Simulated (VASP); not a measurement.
# AgI (F-43m) in VASP: further runs

Runs on AgI. Level: PBEsol. Tasks: vibrations by perturbation theory.

Everything below comes from runs of VASP 6.6.1. Logs are shortened: lines on timing, memory, paths and dates and some standing lists are left out, and cuts for length are marked.

### Step 1. The cell of the first run

The structure is cubic, space group F-43m (No. 216). The conventional cell has a = 5.968 Å, b = 5.968 Å, c = 5.968 Å, α = 90.00°, β = 90.00°, γ = 90.00°. Within 3.4 Å of Ag (site symmetry -43m) lie 4 I at 2.58 Å. Within 3.4 Å of I (site symmetry -43m) lie 4 Ag at 2.58 Å.

### Step 2. Vibrations by perturbation theory, PBEsol

The input, INCAR:

```
  PREC = Accurate
  ENCUT = 500
  EDIFF = 1E-8
  ISMEAR = 0
  SIGMA = 0.01
  LREAL = False
  LASPH = True
  NELM = 120
  ALGO = Normal
  ISIF = 2
  LWAVE = False
  LCHARG = True
  GGA = PS
  IBRION = 8
  NSW = 1
  GGA_COMPAT = False
```

The input, KPOINTS:

```
regular mesh
0
Gamma
  6 6 6
```

The input, POSCAR:

```
AgI
1.0
    2.9841364142      2.9841364142      0.0000000000
   -2.9841364142      2.9841364142      0.0000000000
    0.0000000000      2.9841364142      2.9841364142
Ag I
1 1
Direct
    0.0000000000      0.0000000000      0.0000000000
    0.7500000000      0.2500000000      0.5000000000
```

Potentials or basis: VASP PAW PBE potentials, release 64 (Ag, I).

On the command line:

```sh
$ cat potpaw_PBE.64/Ag/POTCAR potpaw_PBE.64/I/POTCAR > POTCAR
$ mpirun -np 1 vasp_std > vasp.out
```

OUTCAR:

```text
PREC = Accurate
   ENCUT = 500
   EDIFF = 1E-8
   ISMEAR = 0
   LREAL = False
   LASPH = True
   NELM = 120
   ISIF = 2
   GGA = PS
   IBRION = 8
   NSW = 1

 ion  position               nearest neighbor table
   1  0.000  0.000  0.000-   2 2.58   2 2.58   2 2.58   2 2.58
   2  0.750  0.250  0.500-   1 2.58   1 2.58   1 2.58   1 2.58

  LATTYP: Found a face centered cubic cell.
 ALAT       =     5.9682728284

  Lattice vectors:

 A1 = (   0.0000000000,   2.9841364142,   2.9841364142)
 A2 = (   2.9841364142,   0.0000000000,   2.9841364142)
 A3 = (   2.9841364142,   2.9841364142,   0.0000000000)

Analysis of symmetry for initial positions (statically):
=====================================================================
 Subroutine PRICEL returns:
 Original cell was already a primitive cell.

 Routine SETGRP: Setting up the symmetry group for a
 face centered cubic supercell.

 Subroutine GETGRP returns: Found 24 space group operations
 (whereof 24 operations were pure point group operations)
 out of a pool of 48 trial point group operations.

The static configuration has the point symmetry T_d .

Analysis of symmetry for dynamics (positions and initial velocities):
=====================================================================
 Subroutine PRICEL returns:
 Original cell was already a primitive cell.

 Routine SETGRP: Setting up the symmetry group for a
 face centered cubic supercell.

 Subroutine GETGRP returns: Found 24 space group operations
 (whereof 24 operations were pure point group operations)
 out of a pool of 48 trial point group operations.

The dynamic configuration has the point symmetry T_d .

 Subroutine INISYM returns: Found 24 space group operations
 (whereof 24 operations are pure point group operations),
 and found     1 'primitive' translations

----------------------------------------------------------------------------------------

                                     Primitive cell

  volume of cell :      53.1479

  direct lattice vectors                    reciprocal lattice vectors
     2.984136414  2.984136414  0.000000000     0.167552662  0.167552662 -0.167552662
    -2.984136414  2.984136414  0.000000000    -0.167552662  0.167552662 -0.167552662
     0.000000000  2.984136414  2.984136414     0.000000000  0.000000000  0.335105324

  length of vectors
     4.220206189  4.220206189  4.220206189     0.290209724  0.290209724  0.335105324

  position of ions in fractional coordinates (direct lattice)
     0.000000000  0.000000000  0.000000000
     0.750000000  0.250000000  0.500000000

  ion indices of the primitive-cell ions
   primitive index   ion index
                 1           1
                 2           2

----------------------------------------------------------------------------------------

 KPOINTS: regular mesh

Automatic generation of k-mesh.
 Grid dimensions read from file:
 generate k-points for:    6    6    6

 Generating k-lattice:

  Cartesian coordinates                     Fractional coordinates (reciprocal lattice)
     0.027925444  0.027925444 -0.027925444     0.166666667  0.000000000  0.000000000
    -0.027925444  0.027925444 -0.027925444     0.000000000  0.166666667  0.000000000
     0.000000000  0.000000000  0.055850887     0.000000000  0.000000000  0.166666667

  Length of vectors
     0.048368287  0.048368287  0.055850887

  Shift w.r.t. Gamma in fractional coordinates (k-lattice)
     0.000000000  0.000000000  0.000000000
[... 71 lines left out ...]
   LEPSILON=     F    determine dielectric tensor
   LRPA    =     F    only Hartree local field effects (RPA)
 non-spin polarized calculation
 Gauss-broadening in eV      SIGMA  =   0.01
  energy-cutoff  :      500.00
  volume of cell :       53.15
 maximum number of plane-waves:      1363
   NGX = 15   NGY = 15   NGZ = 15

--------------------------------------- Ionic step        1  -------------------------------------------

 number of electron      17.9999998 magnetization

 Free energy of the ion-electron system (eV)
  ---------------------------------------------------
  ext. energy  EPLUGINS =         0.00000000
  ---------------------------------------------------
  free energy    TOTEN  =        -4.94726582 eV

  energy without entropy =       -4.94726582  energy(sigma->0) =       -4.94726582

 E-fermi :   6.3779     XC(G=0):  -9.8632

 val. band max:        6.2908574767   @ k =   0.0000   0.0000   0.0000
 cond. band min:       7.5059903262   @ k =   0.0000   0.0000   0.0000
 fundamental gap:      1.2151328495
 Fermi energy:         6.3778577309

 k-point     1 :       0.0000    0.0000    0.0000
  band No.  band energies     occupation
      1      -8.2714      2.00000
      2       0.1996      2.00000
      3       0.1996      2.00000
      4       0.1996      2.00000
      5       1.7691      2.00000
      6       1.7691      2.00000
      7       6.2909      2.00000
      8       6.2909      2.00000
      9       6.2909      2.00000
     10       7.5060      0.00000
     11      11.4147      0.00000
     12      11.4147      0.00000
     13      11.4147      0.00000
[... 228 lines left out ...]
      2       0.0109      2.00000
      3       0.7431      2.00000
      4       0.9309      2.00000
      5       1.7452      2.00000
      6       2.1508      2.00000
      7       2.2062      2.00000
      8       2.9820      2.00000
      9       3.6747      2.00000
     10      10.2312      0.00000
     11      10.8259      0.00000
     12      13.5867      0.00000
     13      13.7544      0.00000

------------------------ aborting loop because EDIFF is reached ----------------------------------------

  FORCE on cell =-STRESS in cart. coord.  units (eV):
  Direction    XX          YY          ZZ          XY          YZ          ZX
  --------------------------------------------------------------------------------------
  -------------------------------------------------------------------------------------
  Total        4.9304000      4.9304000      4.9304000     -0.0000000     -0.0000000      0.0000000
  in kB      148.6300843    148.6300843    148.6300843     -0.0000000     -0.0000000      0.0000000
  external PRESSURE =     148.6300843 kB  Pullay stress =       0.0000000 kB

 VOLUME and BASIS-vectors are now :
 -----------------------------------------------------------------------------
  energy-cutoff  :      500.00
  volume of cell :       53.15
      direct lattice vectors                 reciprocal lattice vectors
     2.984136414  2.984136414  0.000000000     0.167552662  0.167552662 -0.167552662
    -2.984136414  2.984136414  0.000000000    -0.167552662  0.167552662 -0.167552662
     0.000000000  2.984136414  2.984136414     0.000000000  0.000000000  0.335105324

 POSITION                                       TOTAL-FORCE (eV/Angst)
 -----------------------------------------------------------------------------------
      0.00000      0.00000      0.00000        -0.000000      0.000000      0.000000
      1.49207      4.47620      1.49207         0.000000     -0.000000      0.000000
 -----------------------------------------------------------------------------------
    total drift:                               -0.000001     -0.000000      0.000000

  FREE ENERGIE OF THE ION-ELECTRON SYSTEM (eV)
  ---------------------------------------------------
  free  energy   TOTEN  =        -4.9472658234 eV

  energy  without entropy=       -4.9472658234  energy(sigma->0) =       -4.94726582

[... ionic steps 2 to 3 ...]

--------------------------------------- Ionic step        4  -------------------------------------------

------------------------ aborting loop because EDIFF is reached ----------------------------------------

[... ionic steps 5 to 6 ...]

--------------------------------------- Ionic step        7  -------------------------------------------

 Free energy of the ion-electron system (eV)
  ---------------------------------------------------
  ---------------------------------------------------
  free energy    TOTEN  =        -0.07848636 eV

  energy without entropy =       -0.07848636

------------------------ aborting loop because EDIFF is reached ----------------------------------------

 INTERNAL STRAIN TENSOR  FOR ION    2  DIRECTION 1   (eV/Angst):
 -----------------------------------------------------------------------------
     0.00605  0.00000  0.00000
     0.00000 -0.02529 13.91438
     0.00000 13.91438 -0.02529

 INTERNAL STRAIN TENSOR FOR ION    2 for displacements in x,y,z  (eV/Angst):
          X           Y           Z          XY          YZ          ZX
  --------------------------------------------------------------------------------
  x    -0.00000    -0.00000    -0.00000     0.00000    13.91438     0.00000
  y    -0.00000    -0.00000    -0.00000     0.00000     0.00000    13.91438
  z    -0.00000    -0.00000    -0.00000    13.91438     0.00000     0.00000

 SECOND DERIVATIVES (NOT SYMMETRIZED)
 ------------------------------------
               1X          1Y          1Z          2X          2Y          2Z
  1X    -6.984651    0.000000    0.000000    6.984651    0.000000    0.000000
  1Y     0.000000   -6.984651    0.000000    0.000000    6.984651    0.000000
  1Z     0.000000    0.000000   -6.984651    0.000000    0.000000    6.984651
  2X     6.988094    0.000000    0.000000   -6.988094    0.000000    0.000000
  2Y     0.000000    6.988094    0.000000    0.000000   -6.988094    0.000000
  2Z     0.000000    0.000000    6.988094    0.000000    0.000000   -6.988094

 Eigenvectors and eigenvalues of the dynamical matrix
 ----------------------------------------------------

   1 f  =    5.411423 THz    34.000971 2PiTHz  180.505626 cm-1    22.379835 meV
             X         Y         Z           dx          dy          dz
      0.000000  0.000000  0.000000     0.735132   -0.000000    0.000000
      1.492068  4.476205  1.492068    -0.677924    0.000000    0.000000
[... 21 lines left out ...]
   6 f/i=    0.000664 THz     0.004175 2PiTHz    0.022164 cm-1     0.002748 meV
             X         Y         Z           dx          dy          dz
      0.000000  0.000000  0.000000    -0.313852   -0.307082    0.516506
      1.492068  4.476205  1.492068    -0.340337   -0.332996    0.560092

--------------------------------------------------------------------------------------------------------

 ELASTIC MODULI CONTR FROM IONIC RELAXATION (kBar)
 Direction    XX          YY          ZZ          XY          YZ          ZX
 --------------------------------------------------------------------------------
 XX          -0.0000     -0.0000     -0.0000      0.0000      0.0000      0.0000
 YY          -0.0000     -0.0000     -0.0000      0.0000      0.0000      0.0000
 ZZ          -0.0000     -0.0000     -0.0000      0.0000      0.0000      0.0000
 XY           0.0000      0.0000      0.0000   -856.0407     -0.0000      0.0000
 YZ           0.0000      0.0000      0.0000     -0.0000   -856.0407      0.0000
 ZX           0.0000      0.0000      0.0000      0.0000      0.0000   -856.0407
 --------------------------------------------------------------------------------
```

It took 59 s on 1 thread of AMD EPYC 9R45 (Zen 5), shared host; peak memory 0.22 GiB.

What came out:

- Highest phonon frequency at Γ, LO-TO splitting left out: 181 cm⁻¹

Phonon frequencies in cm⁻¹ (negative: imaginary):
```csv
q point,frequencies
"(0.000, 0.000, 0.000)",0 0 0 181 181 181
```

Caveat: the cell wasn't relaxed at this level first, which shifts response properties; the PAW data sets were made with another functional, which shifts forces and pressure a little; spin-orbit coupling is left out, which moves the levels of the heavy elements.

### Step 3. Vibrations by perturbation theory, PBEsol

This run uses another cell than the first one, of 28.04 Å³/atom, 1.055 times its volume.

The input, INCAR:

```
PREC = Accurate
ENCUT = 500
EDIFF = 1E-8
ISMEAR = 0
SIGMA = 0.01
LREAL = False
LASPH = True
NELM = 120
ALGO = Normal
ISIF = 2
LWAVE = False
LCHARG = False
GGA = PS
NBANDS = 16
IBRION = 8
NSW = 1
GGA_COMPAT = False
```

KPOINTS is that of step 2.

The input, POSCAR:

```
AgI
1.0
    3.0380448903      3.0380448903      0.0000000000
   -3.0380448903      3.0380448903      0.0000000000
    0.0000000000      3.0380448903      3.0380448903
Ag I
1 1
Direct
    0.0000000000      0.0000000000      0.0000000000
    0.7500000000      0.2500000000      0.5000000000
```

Potentials or basis: VASP PAW PBE potentials, release 64 (Ag, I).

On the command line:

```sh
$ cat potpaw_PBE.64/Ag/POTCAR potpaw_PBE.64/I/POTCAR > POTCAR
$ mpirun -np 1 vasp_std > vasp.out
```

OUTCAR:

```text
PREC = Accurate
   ENCUT = 500
   EDIFF = 1E-8
   ISMEAR = 0
   LREAL = False
   LASPH = True
   NELM = 120
   ISIF = 2
   GGA = PS
   IBRION = 8
   NSW = 1

 ion  position               nearest neighbor table
   1  0.000  0.000  0.000-   2 2.63   2 2.63   2 2.63   2 2.63
   2  0.750  0.250  0.500-   1 2.63   1 2.63   1 2.63   1 2.63

  LATTYP: Found a face centered cubic cell.
 ALAT       =     6.0760897806

  Lattice vectors:

[... 547 lines left out ...]
 ------------------------------------
               1X          1Y          1Z          2X          2Y          2Z
  1X    -5.629182    0.000000    0.000000    5.629182    0.000000    0.000000
  1Y     0.000000   -5.629182    0.000000    0.000000    5.629182    0.000000
  1Z     0.000000    0.000000   -5.629182    0.000000    0.000000    5.629182
  2X     5.635139    0.000000    0.000000   -5.635139    0.000000    0.000000
  2Y     0.000000    5.635139    0.000000    0.000000   -5.635139    0.000000
  2Z     0.000000    0.000000    5.635139    0.000000    0.000000   -5.635139

 Eigenvectors and eigenvalues of the dynamical matrix
 ----------------------------------------------------

   1 f  =    4.858678 THz    30.527975 2PiTHz  162.068056 cm-1    20.093869 meV
             X         Y         Z           dx          dy          dz
      0.000000  0.000000  0.000000     0.000000    0.735037    0.000000
      1.519022  4.557067  1.519022     0.000000   -0.678027    0.000000
[... 21 lines left out ...]
   6 f/i=    0.001281 THz     0.008046 2PiTHz    0.042716 cm-1     0.005296 meV
             X         Y         Z           dx          dy          dz
      0.000000  0.000000  0.000000     0.000000    0.000000   -0.678027
      1.519022  4.557067  1.519022     0.000000    0.000000   -0.735037

--------------------------------------------------------------------------------------------------------

 ELASTIC MODULI CONTR FROM IONIC RELAXATION (kBar)
 Direction    XX          YY          ZZ          XY          YZ          ZX
 --------------------------------------------------------------------------------
 XX          -0.0000     -0.0000     -0.0000     -0.0000     -0.0000     -0.0000
 YY          -0.0000     -0.0000     -0.0000     -0.0000     -0.0000     -0.0000
 ZZ          -0.0000     -0.0000     -0.0000     -0.0000     -0.0000     -0.0000
 XY          -0.0000     -0.0000     -0.0000   -637.5707     -0.0000     -0.0000
 YZ          -0.0000     -0.0000     -0.0000     -0.0000   -637.5707     -0.0000
 ZX          -0.0000     -0.0000     -0.0000     -0.0000     -0.0000   -637.5707
 --------------------------------------------------------------------------------
```

OSZICAR:

```text
N       E                     dE             d eps       ncg     rms          rms(c)
DAV:   1     0.892292296120E+02    0.89229E+02   -0.77190E+03   520   0.926E+02
DAV:   2    -0.249595907614E+01   -0.91725E+02   -0.85918E+02   592   0.203E+02
DAV:   3    -0.532765378072E+01   -0.28317E+01   -0.28250E+01   656   0.368E+01
DAV:   4    -0.536766445818E+01   -0.40011E-01   -0.40009E-01   776   0.413E+00
[... 43 lines left out ...]
RMM:   8    -0.791037408894E-01   -0.65168E-07    0.32020E-08  2597   0.122E-04    0.319E-05
RMM:   9    -0.791036787744E-01    0.62115E-07   -0.25538E-08  2516   0.448E-05    0.100E-05
RMM:  10    -0.791037118933E-01   -0.33119E-07   -0.32079E-08  2633   0.101E-05    0.293E-06
RMM:  11    -0.791037238821E-01   -0.11989E-07   -0.23207E-08  2545   0.354E-06    0.517E-07
RMM:  12    -0.791037239635E-01   -0.81411E-10    0.41230E-09  1777   0.137E-06    0.112E-07
 Linear response finished
```

stdout:

```text
POSCAR found type information on POSCAR AgI
 POSCAR found :  2 types and       2 ions
 scaLAPACK will be used
 -----------------------------------------------------------------------------
|                                                                             |
|                                                                             |
|     You enforced a specific xc type in the INCAR file but a different       |
|     I HOPE YOU KNOW WHAT YOU ARE DOING!                                     |
|                                                                             |
 -----------------------------------------------------------------------------

 LDA part: xc-table for (Slater+PW92), standard interpolation
 POSCAR, INCAR and KPOINTS ok, starting setup
 FFT: planning ... GRIDC
 FFT: planning ... GRID_SOFT
 FFT: planning ... GRID
 WAVECAR not read
 entering main loop
 Linear response reoptimize wavefunctions to high precision
 Linear response DOF=           2
 Linear response progress:
 first order change of Fermi-energy   0.46972E-04
 force on displaced ion       1 direction 1 :  -5.629   0.000   0.000
 Linear response progress:
 first order change of Fermi-energy  -0.57645E-03
 force on displaced ion       2 direction 1 :  -5.635  -0.000  -0.000
 Linear response finished
```

Run time: 75 s. Hardware: 1 thread of AMD EPYC 9R45 (Zen 5), shared host; peak memory 0.24 GiB.

What came out:

| Item | Value |
| --- | --- |
| Highest phonon frequency at Γ, LO-TO splitting left out | 162 cm⁻¹ |

Phonon frequencies in cm⁻¹ (negative: imaginary):
```
              q point        frequencies
(0.000, 0.000, 0.000)  0 0 0 162 162 162
```

Caveat: the cell wasn't relaxed at this level first, which shifts response properties; the PAW data sets were made with another functional, which shifts forces and pressure a little; spin-orbit coupling is left out, which moves the levels of the heavy elements.

[end of part 1 of 2]
